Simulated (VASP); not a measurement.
The system is CsHf.

```
CELL_PARAMETERS angstrom
4.22709 0.00000 0.00000
0.00000 4.22709 0.00000
0.00000 0.00000 4.22709
ATOMIC_POSITIONS crystal
Cs 0.50000 0.50000 0.50000
Hf 0.00000 0.00000 0.00000
```

The cell was built from a structure type or drawn by symmetry, and may not be a known phase.

* Program: VASP 6.6.1
* Task: relaxation of cell and atoms
* Functional: PBE
* Potentials or basis: VASP PAW PBE potentials, release 64 (Cs_sv, Hf_pv)
* Cutoff: 600 eV
* k mesh: 14 × 14 × 14
* Occupations: gaussian, width 0.1 eV
* Spin: no spin polarisation

At the start: pressure -0.6 GPa; volume 37.77 Å³/atom.

**Question.** How do energy, volume and symmetry change on relaxing?

**Answer.** Over 3 steps the energy falls by 3.0 meV/atom and the volume is 36.21 Å³/atom (-4.1 %); space group Pm-3m (No. 221, to 0.1 Å) before and after.

Step by step:
| step | energy change (eV) | largest force (eV/Å) | pressure (GPa) | volume (Å³) |
| --- | --- | --- | --- | --- |
| 1 | 0.0000 | 0.0000 | -0.59 | 75.53 |
| 2 | -0.0043 | 0.0000 | -0.32 | 74.03 |
| 3 | -0.0059 | 0.0000 | -0.01 | 72.41 |

Final structure:
```
Cs Hf
1.0
     4.16805    0.00000    0.00000
     0.00000    4.16805    0.00000
     0.00000    0.00000    4.16805
Cs Hf
1 1
Direct
  0.50000 0.50000 0.50000
  0.00000 0.00000 0.00000
```
